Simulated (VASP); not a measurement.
# AlGaN2 (P-4m2) in VASP: further runs, part 2 of 2

VASP 6.6.1. The steps go on from the part before.

**3. Single point, LDA (volume scaled by 0.91, then relaxed in part)**

INCAR reads:

```
ALGO     = Normal         # electronic algorithm
EDIFF    = 1E-6           # SCF threshold, eV
ENCUT    = 520            # plane-wave cutoff, eV
ISIF     = 2              # what is computed and relaxed
ISMEAR   = 0              # smearing method
LASPH    = T              # aspherical terms in the spheres
LCHARG   = F              # write CHGCAR
LREAL    = F              # projectors in reciprocal space
LWAVE    = F              # write WAVECAR
NBANDS   = 21             # bands
NELM     = 60             # most SCF steps
PREC     = Accurate       # precision mode
SIGMA    = 0.02           # smearing width, eV
```

KPOINTS reads:

```
k-points
0
Gamma
  8 8 6
```

POSCAR reads:

```
AlGaN2
1.0
    3.0217591302      0.0000000000      0.0000000000
    0.0000000000      3.0217591302      0.0000000000
    0.0000000000      0.0000000000      4.2405377860
Al Ga N
1 1 2
Direct
    0.5000000000      0.5000000000      0.5000000000
    0.0000000000      0.0000000000      0.0000000000
    0.5000000000      0.0000000000      0.7396026286
    0.0000000000      0.5000000000      0.2603973714
```

Potentials or basis: VASP PAW LDA potentials, release 64 (Al, Ga_d, N).

Started as:

```bash
$ cat potpaw_LDA.64/Al/POTCAR potpaw_LDA.64/Ga_d/POTCAR potpaw_LDA.64/N/POTCAR > POTCAR
$ mpirun -np 1 vasp_std > vasp.out
```

Run time: 19 s. Hardware: 1 thread of AMD EPYC 9R45 (Zen 5), shared host; peak memory 0.14 GiB.

The run converged. Its results:

```
Free energy            : -30.0269 eV
Pressure               : 24.9 GPa
Largest force          : 0.029 eV/Å
Band gap on the k mesh : 3.28 eV, indirect (least direct gap 3.58 eV)
```

Forces on the atoms (eV/Å):
```
Al   0.000  0.000  0.000
Ga   0.000  0.000  0.000
N    0.000  0.000 -0.029
N    0.000  0.000  0.029
```

Levels at points of the mesh, in eV from the valence-band top:
| k point | band 9 | band 10 | band 11 | band 12 | band 13 | band 14 | band 15 | band 16 | band 17 | band 18 |
| --- | --- | --- | --- | --- | --- | --- | --- | --- | --- | --- |
| (0.00, 0.00, 0.00) | -2.67 | -2.67 | -0.29 | 0.00 | 0.00 | 3.58 | 3.79 | 8.07 | 12.05 | 12.05 |
| (0.50, 0.00, 0.00) | -4.76 | -3.31 | -3.16 | -1.11 | -0.81 | 7.47 | 8.01 | 8.49 | 9.16 | 11.03 |
| (0.50, 0.50, 0.00) | -5.34 | -2.61 | -2.57 | -2.57 | -2.53 | 3.28 | 3.28 | 6.91 | 9.20 | 13.47 |
| (0.00, 0.00, 0.50) | -2.55 | -1.82 | -1.82 | -1.10 | -1.10 | 5.73 | 5.87 | 8.87 | 9.81 | 11.63 |
| (0.50, 0.00, 0.50) | -6.90 | -1.08 | -0.99 | -0.65 | -0.64 | 6.10 | 7.40 | 9.72 | 10.09 | 10.65 |
| (0.50, 0.50, 0.50) | -4.67 | -4.61 | -3.72 | -3.72 | -3.65 | 6.39 | 6.39 | 10.12 | 11.33 | 11.98 |

Caveat: the cell differs from its parent crystal (volume scaled by 0.91, then relaxed in part). A k mesh can miss the band edges.

**4. Single point, LDA (volume scaled by 0.94, then relaxed in part)**

INCAR reads:

```
SYSTEM = AlGaN2
ALGO = Normal ; EDIFF = 1E-7
ENCUT = 520 ; GGA = CA
ISIF = 2 ; ISMEAR = 0
LASPH = .True. ; LCHARG = .False.
LREAL = .False. ; LWAVE = .False.
NBANDS = 21 ; NELM = 100
PREC = Accurate ; SIGMA = 0.02
```

KPOINTS reads:

```
k-points
0
Gamma
  8 8 6
  0 0 0
```

POSCAR reads:

```
AlGaN2
1.0
    3.0533252249      0.0000000000      0.0000000000
    0.0000000000      3.0533252249      0.0000000000
    0.0000000000      0.0000000000      4.2902337345
Al Ga N
1 1 2
Direct
    0.5000000000      0.5000000000      0.5000000000
    0.0000000000      0.0000000000      0.0000000000
    0.5000000000      0.0000000000      0.7397906127
    0.0000000000      0.5000000000      0.2602093873
```

Started as:

```bash
$ cat potpaw_LDA.64/Al/POTCAR potpaw_LDA.64/Ga_d/POTCAR potpaw_LDA.64/N/POTCAR > POTCAR
$ mpirun -np 1 vasp_std > vasp.out
```

Wall time 20 s (1 thread of AMD EPYC 9R45 (Zen 5), shared host); peak memory 0.14 GiB.

The run converged. Its results:

```yaml
Free_energy: -30.1883 eV
Pressure: 15.6 GPa
Largest_force: 0.030 eV/Å
Band_gap_on_the_k_mesh: 3.27 eV, indirect (least direct gap 3.54 eV)
```

Forces in eV/Å, atoms in the order of the input:
```
Al   0.000  0.000  0.000
Ga   0.000  0.000  0.000
N    0.000  0.000 -0.030
N    0.000  0.000  0.030
```

Levels at points of the mesh, in eV from the valence-band top:
```tsv
k point	band 9	band 10	band 11	band 12	band 13	band 14	band 15	band 16	band 17	band 18
(0.00, 0.00, 0.00)	-2.57	-2.57	-0.27	0.00	0.00	3.54	3.55	7.91	11.78	11.78
(0.50, 0.00, 0.00)	-4.68	-3.22	-3.09	-1.07	-0.78	7.37	7.78	8.30	8.92	10.76
(0.50, 0.50, 0.00)	-5.24	-2.53	-2.49	-2.49	-2.46	3.27	3.27	6.72	9.04	13.14
(0.00, 0.00, 0.50)	-2.55	-1.75	-1.75	-1.07	-1.07	5.58	5.73	8.58	9.62	11.50
(0.50, 0.00, 0.50)	-6.71	-1.05	-0.95	-0.63	-0.63	5.83	7.16	9.54	9.89	10.50
(0.50, 0.50, 0.50)	-4.59	-4.44	-3.59	-3.59	-3.55	6.31	6.31	9.74	11.18	11.77
```

Caveat: the cell differs from its parent crystal (volume scaled by 0.94, then relaxed in part). A k mesh can miss the band edges.

**5. Single point, LDA (volume scaled by 0.97, then relaxed in part)**

INCAR reads:

```
SYSTEM = AlGaN2
PREC = Accurate
ENCUT = 520
EDIFF = 1E-6
ISMEAR = 0
SIGMA = 0.02
LREAL = .FALSE.
LASPH = .TRUE.
NELM = 80
ALGO = Normal
ISIF = 2
LWAVE = .FALSE.
LCHARG = .FALSE.
NBANDS = 21
```

KPOINTS reads:

```
Automatic mesh
0
G
  8 8 6
  0 0 0
```

POSCAR reads:

```
AlGaN2
1.0
    3.0841925094      0.0000000000      0.0000000000
    0.0000000000      3.0841925094      0.0000000000
    0.0000000000      0.0000000000      4.3389836062
Al Ga N
1 1 2
Direct
    0.5000000000      0.5000000000      0.5000000000
    0.0000000000      0.0000000000      0.0000000000
    0.5000000000      0.0000000000      0.7399957396
    0.0000000000      0.5000000000      0.2600042604
```

Started as:

```bash
$ cat potpaw_LDA.64/Al/POTCAR potpaw_LDA.64/Ga_d/POTCAR potpaw_LDA.64/N/POTCAR > POTCAR
$ mpirun -np 1 vasp_std > vasp.out
```

Wall time 19 s (1 thread of AMD EPYC 9R45 (Zen 5), shared host); peak memory 0.14 GiB.

It converged, with:

```
Free energy            : -30.2811 eV
Pressure               : 7.7 GPa
Largest force          : 0.037 eV/Å
Band gap on the k mesh : 3.25 eV, indirect (least direct gap 3.30 eV)
```

Forces on the atoms (eV/Å):
```
Al   0.000  0.000  0.000
Ga   0.000  0.000  0.000
N    0.000  0.000 -0.037
N    0.000  0.000  0.037
```

Levels at points of the mesh, in eV from the valence-band top:
| k point | band 10 | band 11 | band 12 | band 13 | band 14 | band 15 | band 16 | band 17 |
| --- | --- | --- | --- | --- | --- | --- | --- | --- |
| (0.00, 0.00, 0.00) | -2.49 | -0.24 | 0.00 | 0.00 | 3.30 | 3.52 | 7.75 | 11.53 |
| (0.50, 0.00, 0.00) | -3.13 | -3.02 | -1.03 | -0.75 | 7.28 | 7.53 | 8.15 | 8.69 |
| (0.50, 0.50, 0.00) | -2.45 | -2.42 | -2.42 | -2.39 | 3.25 | 3.25 | 6.54 | 8.88 |
| (0.00, 0.00, 0.50) | -1.68 | -1.68 | -1.05 | -1.05 | 5.44 | 5.58 | 8.30 | 9.43 |
| (0.50, 0.00, 0.50) | -1.01 | -0.93 | -0.63 | -0.61 | 5.58 | 6.92 | 9.37 | 9.70 |
| (0.50, 0.50, 0.50) | -4.27 | -3.47 | -3.47 | -3.45 | 6.23 | 6.23 | 9.38 | 11.05 |

Caveat: the cell differs from its parent crystal (volume scaled by 0.97, then relaxed in part). A k mesh can miss the band edges.

**6. Single point, LDA**

This run uses another cell than the first one, of 10.64 Å³/atom, 1.136 times its volume.

INCAR reads:

```
SYSTEM = AlGaN2
  ALGO = Normal
  EDIFF = 1E-6
  ENCUT = 520
  GGA = CA
  ISIF = 2
  ISMEAR = 0
  LASPH = .True.
  LCHARG = .False.
  LREAL = .False.
  LWAVE = .False.
  NBANDS = 21
  NELM = 60
  PREC = Accurate
  SIGMA = 0.02
```

KPOINTS reads:

```
k-points
0
Gamma
  8 8 6
  0 0 0
```

POSCAR reads:

```
AlGaN2
1.0
    3.1152864677      0.0000000000      0.0000000000
    0.0000000000      3.1152864677      0.0000000000
    0.0000000000      0.0000000000      4.3843301887
Al Ga N
1 1 2
Direct
    0.5000000000      0.5000000000      0.5000000000
    0.0000000000      0.0000000000      0.0000000000
    0.5000000000      0.0000000000      0.7400513253
    0.0000000000      0.5000000000      0.2599486747
```

Potentials or basis: VASP PAW LDA potentials, release 64 (Al, Ga_d, N).

Started as:

```bash
$ cat potpaw_LDA.64/Al/POTCAR potpaw_LDA.64/Ga_d/POTCAR potpaw_LDA.64/N/POTCAR > POTCAR
$ mpirun -np 1 vasp_std > vasp.out
```

Wall time 23 s (1 thread of AMD EPYC 9R45 (Zen 5), shared host); peak memory 0.15 GiB.

It converged, with:

* Free energy: -30.3153 eV
* Pressure: 0.9 GPa
* Largest force: 0.030 eV/Å
* Band gap on the k mesh: 3.07 eV, direct

Forces in eV/Å, atoms in the order of the input:
```
Al   0.000  0.000  0.000
Ga   0.000  0.000  0.000
N    0.000  0.000 -0.030
N    0.000  0.000  0.030
```

Levels at points of the mesh, in eV from the valence-band top:
```csv
k point,band 9,band 10,band 11,band 12,band 13,band 14,band 15,band 16,band 17,band 18
"(0.00, 0.00, 0.00)",-2.41,-2.41,-0.22,0.00,0.00,3.07,3.49,7.58,11.28,11.28
"(0.50, 0.00, 0.00)",-4.51,-3.04,-2.95,-1.00,-0.73,7.18,7.27,8.01,8.46,10.26
"(0.50, 0.50, 0.00)",-5.05,-2.37,-2.34,-2.34,-2.32,3.24,3.24,6.36,8.73,12.54
"(0.00, 0.00, 0.50)",-2.54,-1.62,-1.62,-1.03,-1.03,5.31,5.44,8.03,9.23,11.25
"(0.50, 0.00, 0.50)",-6.36,-0.98,-0.89,-0.62,-0.60,5.33,6.68,9.20,9.51,10.21
"(0.50, 0.50, 0.50)",-4.44,-4.12,-3.35,-3.35,-3.35,6.16,6.16,9.03,10.90,11.20
```

A k mesh can miss the band edges. LDA gaps usually lie below the measured ones, often by a third to a half.

**7. Summary**

```tsv
cell	gap on the mesh (eV)	pressure (GPa)	largest force (eV/Å)
a = 2.990, b = 2.990, c = 4.189 Å, 4 atoms	3.29	35.7	0.03
a = 3.022, b = 3.022, c = 4.241 Å, 4 atoms	3.28	24.9	0.03
a = 3.053, b = 3.053, c = 4.290 Å, 4 atoms	3.27	15.6	0.03
a = 3.084, b = 3.084, c = 4.339 Å, 4 atoms	3.25	7.7	0.04
a = 3.115, b = 3.115, c = 4.384 Å, 4 atoms	3.07	0.9	0.03
```

Alike in all rows: task single point; level LDA; potentials or basis VASP PAW LDA potentials, release 64 (Al, Ga_d, N); no spin polarisation; k mesh 8 × 8 × 6; cutoff (eV) 520; smearing gaussian 0.02 eV.

Total energies depend on the potentials used, so only differences within one code and one set of settings carry meaning.
